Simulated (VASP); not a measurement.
# ZnS7 (P2) in VASP: further runs

The runs below take ZnS7 through single point, with PBE.

All numbers are computed with VASP 6.6.1; they aren't measurements. Logs are shortened: lines on timing, memory, paths and dates and some standing lists are left out, and cuts for length are marked.

**1. The cell of the first run**

Symmetry: P2, No. 3, monoclinic system. Conventional cell: a = 4.485 Å, b = 5.459 Å, c = 11.522 Å, α = 90.00°, β = 96.06°, γ = 90.00°. Within 2.9 Å of Zn (site symmetry 2) lie 2 S at 2.19 Å. Within 2.7 Å of S (site symmetry 1) lie 2 S at 2.05 to 2.09 Å. Within 2.7 Å of S (site symmetry 1) lie 2 S at 2.05 to 2.08 Å. S (site symmetry 1) has 1 S at 2.09 Å and 1 Zn at 2.19 Å within 2.8 Å. S (site symmetry 2) has 2 S at 2.08 Å within 2.8 Å.

**2. Single point, PBE**

INCAR

```
SYSTEM = ZnS7
ALGO     = Normal         ! electronic algorithm
EDIFF    = 1E-7           ! SCF threshold, eV
ENCUT    = 520            ! plane-wave cutoff, eV
GGA      = PE             ! functional
ISIF     = 2              ! what is computed and relaxed
ISMEAR   = 0              ! smearing method
LASPH    = .True.         ! aspherical terms in the spheres
LCHARG   = .False.        ! write CHGCAR
LREAL    = .False.        ! projectors in reciprocal space
LWAVE    = .False.        ! write WAVECAR
NBANDS   = 37             ! bands
NELM     = 100            ! most SCF steps
PREC     = Accurate       ! precision mode
SIGMA    = 0.01           ! smearing width, eV
```

KPOINTS

```
k-points
0
Gamma
  6 6 4
  0 0 0
```

POSCAR

```
ZnS7
1.0
    4.4853220012      0.0000000000      0.0310022536
    0.0000000000      5.4590737261      0.0000000000
   -1.2949713542      0.0000000000     11.4493202809
Zn S
1 7
Direct
    0.0000000000      0.7717124957      0.0000000000
    0.8828483209      0.5459859810      0.2650908927
    0.1975504746      0.7129188938      0.3808311430
    0.7025349303      0.7961947844      0.1388061272
    0.1171516791      0.5459859810      0.7349091073
    0.8024495254      0.7129188938      0.6191688570
    0.2974650697      0.7961947844      0.8611938728
    0.0000000000      0.9300881858      0.5000000000
```

Potentials or basis: VASP PAW PBE potentials, release 64 (Zn, S).

Started as:

```bash
$ cat potpaw_PBE.64/Zn/POTCAR potpaw_PBE.64/S/POTCAR > POTCAR
$ mpirun -np 1 vasp_std > vasp.out
```

OUTCAR:

```text
SYSTEM = ZnS7
   EDIFF = 1E-7
   ENCUT = 520
   GGA = PE
   ISIF = 2
   ISMEAR = 0
   LASPH = .True.
   LREAL = .False.
   NELM = 100
   PREC = Accurate

 ion  position               nearest neighbor table
   1  0.000  0.772  0.000-   4 2.19   7 2.19
   2  0.883  0.546  0.265-   3 2.05   4 2.09
   3  0.198  0.713  0.381-   2 2.05   8 2.08
   4  0.703  0.796  0.139-   2 2.09   1 2.19
   5  0.117  0.546  0.735-   6 2.05   7 2.09
   6  0.802  0.713  0.619-   5 2.05   8 2.08
   7  0.297  0.796  0.861-   5 2.09   1 2.19
   8  0.000  0.930  0.500-   3 2.08   6 2.08

  LATTYP: Found a simple monoclinic cell.
 ALAT       =     4.4854291427
 B/A-ratio  =     1.2170683233
 C/A-ratio  =     2.5688336227
 COS(beta)  =    -0.1055173984

  Lattice vectors:

 A1 = (   4.4853220012,   0.0000000000,   0.0310022536)
 A2 = (   0.0000000000,   5.4590737261,   0.0000000000)
 A3 = (  -1.2949713542,   0.0000000000,  11.4493202809)

Analysis of symmetry for initial positions (statically):
=====================================================================
 Subroutine PRICEL returns:
 Original cell was already a primitive cell.

 Routine SETGRP: Setting up the symmetry group for a
 simple monoclinic supercell.

 Subroutine GETGRP returns: Found  2 space group operations
 (whereof  2 operations were pure point group operations)
 out of a pool of  4 trial point group operations.

The static configuration has the point symmetry C_2 .

Analysis of symmetry for dynamics (positions and initial velocities):
=====================================================================
 Subroutine PRICEL returns:
 Original cell was already a primitive cell.

 Routine SETGRP: Setting up the symmetry group for a
 simple monoclinic supercell.

 Subroutine GETGRP returns: Found  2 space group operations
 (whereof  2 operations were pure point group operations)
 out of a pool of  4 trial point group operations.

The dynamic configuration has the point symmetry C_2 .

 Subroutine INISYM returns: Found  2 space group operations
 (whereof  2 operations are pure point group operations),
 and found     1 'primitive' translations

[... 107 lines left out ...]
   LREAL  =      F    real-space projection
   EDIFFG = 0.1E-05   stopping-criterion for IOM
   NSW    =      0    number of steps for IOM
   IBRION =     -1    ionic relax: 0-MD 1-quasi-New 2-CG
   NFREE  =      0    steps in history (QN), initial steepest desc. (CG)
   ISIF   =      2    stress and relaxation
   ISYM   =      2    0-nonsym 1-usesym 2-fastsym
   POTIM  = 0.5000    time-step for ionic-motion
   TEBEG  =    0.0;   TEEND  =   0.0 temperature during run
   PSTRESS=    0.0 pullay stress
   NELECT =      54.0000    total number of electrons
   NUPDOWN=      -1.0000    fix difference up-down
   EMIN   =  10.00;   EMAX   =-10.00  energy-range for DOS
   EFERMI =   0.00;   METHOD = LEGACY
   ISMEAR =     0;   SIGMA  =   0.01  broadening in eV -4-tet -1-fermi 0-gaus
   EFERMI_NEDOS =   21; number of points for ismear=-14 and -15
   IALGO  =     38    algorithm
   IMIX   =      4    mixing-type and parameters
     AMIX     =   0.40;   BMIX     =  1.00
     AMIX_MAG =   1.60;   BMIX_MAG =  1.00
  volume/ion in A,a.u.               =      35.07       236.67
  Fermi-wavevector in a.u.,A,eV,Ry     =   0.945211  1.786190 12.155774  0.893424
  Thomas-Fermi vector in A             =   2.073091
   LORBIT       =      0    0 simple, 1 ext, 2 COOP (PROOUT), +10 PAW based schemes
   GGA     = PE    functional components
   LHFCALC =     F    Hartree Fock is set to
   AEXX    =    0.0000 exact exchange contribution
   IVDW    =     0    specifies the selected vdW correction
   LEPSILON=     F    determine dielectric tensor
   LRPA    =     F    only Hartree local field effects (RPA)
 non-spin polarized calculation
 Gauss-broadening in eV      SIGMA  =   0.01
  energy-cutoff  :      520.00
  volume of cell :      280.56
 maximum number of plane-waves:      7602
 NGX is ok and might be reduce to    36
   NGX = 17   NGY = 21   NGZ = 43

 number of electron      54.0000002 magnetization

 Free energy of the ion-electron system (eV)
  ---------------------------------------------------
  ext. energy  EPLUGINS =         0.00000000
  ---------------------------------------------------
  free energy    TOTEN  =       -30.22879338 eV

  energy without entropy =      -30.22879338  energy(sigma->0) =      -30.22879338

 E-fermi :  -0.2436     XC(G=0):  -6.7438

 val. band max:       -0.3146213247   @ k =   0.0000   0.5000   0.0000
 cond. band min:       1.5266317260   @ k =   0.0000   0.0000   0.0000
 fundamental gap:      1.8412530506
 Fermi energy:        -0.2435946711

 k-point     1 :       0.0000    0.0000    0.0000
  band No.  band energies     occupation
      1     -16.1644      2.00000
      2     -15.5120      2.00000
      3     -14.4536      2.00000
      4     -13.0451      2.00000
      5     -12.0718      2.00000
      6     -10.2484      2.00000
[... 949 lines left out ...]
     36       4.9420      0.00000
     37       5.7521      0.00000

 [... further k-points ...]

------------------------ aborting loop because EDIFF is reached ----------------------------------------

  FORCE on cell =-STRESS in cart. coord.  units (eV):
  Direction    XX          YY          ZZ          XY          YZ          ZX
  --------------------------------------------------------------------------------------
  -------------------------------------------------------------------------------------
  Total       -0.2772065     -0.4220660     -0.5921162      0.0000000      0.0000000     -0.1784578
  in kB       -1.5830054     -2.4102344     -3.3813168      0.0000000      0.0000000     -1.0190944
  external PRESSURE =      -2.4581855 kB  Pullay stress =       0.0000000 kB

 VOLUME and BASIS-vectors are now :
 -----------------------------------------------------------------------------
  energy-cutoff  :      520.00
  volume of cell :      280.56
      direct lattice vectors                 reciprocal lattice vectors
     4.485322001  0.000000000  0.031002254     0.222775274  0.000000000  0.025196919
     0.000000000  5.459073726  0.000000000     0.000000000  0.183181259  0.000000000
    -1.294971354  0.000000000 11.449320281    -0.000603227  0.000000000  0.087273202

 POSITION                                       TOTAL-FORCE (eV/Angst)
 -----------------------------------------------------------------------------------
      0.00000      4.21284      0.00000         0.000000     -0.005461      0.000000
      3.61657      2.98058      3.06248         0.028986      0.104163      0.002689
      0.39291      3.89188      4.36638        -0.108360      0.008081     -0.005173
      2.97135      4.34649      1.61102         0.018724     -0.056197      0.091971
     -0.42622      2.98058      8.41784        -0.028986      0.104163     -0.002689
      2.79744      3.89188      7.11394         0.108360      0.008081      0.005173
      0.21901      4.34649      9.86931        -0.018724     -0.056197     -0.091971
     -0.64749      5.07742      5.72466         0.000000     -0.106630      0.000000
 -----------------------------------------------------------------------------------
    total drift:                                0.000001      0.000238     -0.000011

  FREE ENERGIE OF THE ION-ELECTRON SYSTEM (eV)
  ---------------------------------------------------
  free  energy   TOTEN  =       -30.2287933771 eV

  energy  without entropy=      -30.2287933771  energy(sigma->0) =      -30.22879338
```

OSZICAR:

```text
N       E                     dE             d eps       ncg     rms          rms(c)
DAV:   1     0.379544107162E+03    0.37954E+03   -0.21911E+04  4144   0.126E+03
DAV:   2     0.150275483562E+02   -0.36452E+03   -0.35149E+03  5169   0.262E+02
DAV:   3    -0.300295528341E+02   -0.45057E+02   -0.44729E+02  5184   0.995E+01
DAV:   4    -0.311344447840E+02   -0.11049E+01   -0.11004E+01  5012   0.177E+01
DAV:   5    -0.311636135438E+02   -0.29169E-01   -0.29160E-01  5205   0.282E+00    0.265E+01
DAV:   6    -0.303504945044E+02    0.81312E+00   -0.14410E+00  5745   0.326E+01    0.163E+01
DAV:   7    -0.302478207687E+02    0.10267E+00   -0.13560E+00  4916   0.564E+00    0.183E+00
DAV:   8    -0.302294201974E+02    0.18401E-01   -0.90901E-02  5043   0.170E+00    0.107E+00
DAV:   9    -0.302279964572E+02    0.14237E-02   -0.28525E-02  4900   0.761E-01    0.227E-01
DAV:  10    -0.302283216642E+02   -0.32521E-03   -0.14056E-03  4913   0.214E-01    0.147E-01
DAV:  11    -0.302287118585E+02   -0.39019E-03   -0.65309E-04  4519   0.192E-01    0.415E-02
DAV:  12    -0.302287711797E+02   -0.59321E-04   -0.12629E-04  5049   0.110E-01    0.265E-02
DAV:  13    -0.302287919812E+02   -0.20802E-04   -0.10331E-04  4566   0.922E-02    0.986E-03
DAV:  14    -0.302287931628E+02   -0.11816E-05   -0.20517E-05  5128   0.337E-02    0.734E-03
DAV:  15    -0.302287931246E+02    0.38120E-07   -0.19699E-06  4610   0.823E-03    0.455E-03
DAV:  16    -0.302287933355E+02   -0.21087E-06   -0.53321E-07  4364   0.411E-03    0.133E-03
DAV:  17    -0.302287933771E+02   -0.41608E-07   -0.15017E-07  3530   0.331E-03
   1 F= -.30228793E+02 E0= -.30228793E+02  d E =-.482878E-26
```

stdout:

```text
POSCAR found type information on POSCAR ZnS
 POSCAR found :  2 types and       8 ions
 scaLAPACK will be used
 LDA part: xc-table for (Slater+PW92), standard interpolation
 POSCAR, INCAR and KPOINTS ok, starting setup
 FFT: planning ... GRIDC
 FFT: planning ... GRID_SOFT
 FFT: planning ... GRID
 WAVECAR not read
 entering main loop
```

It took 7.2 min on 1 thread of Intel Xeon Platinum 8488C (Sapphire Rapids), shared host; peak memory 0.67 GiB.

What came out:

- Free energy: -30.2288 eV
- Pressure: -0.2 GPa
- Largest force: 0.109 eV/Å
- Band gap on the k mesh: 1.84 eV (least direct gap 1.87 eV)

Forces on the atoms (eV/Å):
```
Zn   0.000 -0.005  0.000
S    0.029  0.104  0.003
S   -0.108  0.008 -0.005
S    0.019 -0.056  0.092
S   -0.029  0.104 -0.003
S    0.108  0.008  0.005
S   -0.019 -0.056 -0.092
S    0.000 -0.107  0.000
```

Stress tensor (GPa, compression positive):
```
-0.16  0.00 -0.10
 0.00 -0.24  0.00
-0.10  0.00 -0.34
```

A k mesh can miss the band edges.

**3. Single point, PBE**

This run uses another cell than the first one, of 34.97 Å³/atom.

INCAR

```
PREC = Accurate
ENCUT = 520
EDIFF = 1E-6
ISMEAR = 0
SIGMA = 0.02
LREAL = False
LASPH = True
NELM = 80
ALGO = Normal
ISIF = 2
LWAVE = False
LCHARG = False
GGA = PE
NBANDS = 37
```

KPOINTS

```
regular mesh
0
Gamma
  6 6 4
```

POSCAR

```
ZnS7
1.0
    4.5080013531      0.0000000000      0.0397953422
    0.0000000000      5.4211796978      0.0000000000
   -1.2789752741      0.0000000000     11.4350699252
Zn S
1 7
Direct
    0.0000000000      0.7741968038      0.0000000000
    0.8834145036      0.5444763465      0.2646198434
    0.1967772635      0.7114845039      0.3804572715
    0.7037704772      0.7979068810      0.1391318404
    0.1165854964      0.5444763465      0.7353801566
    0.8032227365      0.7114845039      0.6195427285
    0.2962295228      0.7979068810      0.8608681596
    0.0000000000      0.9300677334      0.5000000000
```

Potentials or basis: VASP PAW PBE potentials, release 64 (Zn, S).

Started as:

```bash
$ cat potpaw_PBE.64/Zn/POTCAR potpaw_PBE.64/S/POTCAR > POTCAR
$ mpirun -np 1 vasp_std > vasp.out
```

Run time: 18 min. Hardware: 1 thread of Intel Xeon 8259CL, shared host; peak memory 0.64 GiB.

Results (log left out):

| Item | Value |
| --- | --- |
| Free energy | -30.2287 eV |
| Pressure | -0.3 GPa |
| Largest force | 0.112 eV/Å |
| Band gap on the k mesh | 1.86 eV (least direct gap 1.89 eV) |

Forces in eV/Å, atoms in the order of the input:
```
Zn   0.000 -0.007  0.000
S    0.029  0.106  0.007
S   -0.112  0.010 -0.005
S    0.018 -0.057  0.091
S   -0.029  0.106 -0.007
S    0.112  0.010  0.005
S   -0.018 -0.057 -0.091
S    0.000 -0.112  0.000
```

Stress tensor (GPa, compression positive):
```
-0.17  0.00 -0.11
 0.00 -0.24  0.00
-0.11  0.00 -0.35
```

Levels at points of the mesh, in eV from the valence-band top:
```
           k point  band 23  band 24  band 25  band 26  band 27  band 28  band 29  band 30  band 31  band 32
(0.00, 0.00, 0.00)    -1.37    -1.37    -0.87    -0.66    -0.03     1.86     2.60     2.98     3.12     3.36
(0.50, 0.00, 0.00)    -1.22    -0.95    -0.87    -0.67    -0.15     2.40     2.88     3.21     3.52     3.79
(0.00, 0.50, 0.00)    -1.30    -1.23    -0.75    -0.64     0.00     2.05     2.65     3.06     3.42     3.50
(0.50, 0.50, 0.00)    -1.24    -0.87    -0.68    -0.56    -0.23     2.35     3.17     3.49     3.56     3.67
(0.00, 0.00, 0.50)    -1.24    -0.91    -0.89    -0.69    -0.38     2.33     2.40     2.90     3.03     3.30
(0.50, 0.00, 0.50)    -1.46    -1.26    -0.56    -0.45    -0.32     2.37     3.02     3.50     3.50     3.63
(0.00, 0.50, 0.50)    -1.06    -0.93    -0.89    -0.59    -0.37     2.44     2.73     2.94     3.05     3.60
(0.50, 0.50, 0.50)    -1.42    -1.15    -0.48    -0.38    -0.34     2.48     3.29     3.38     3.51     3.65
```
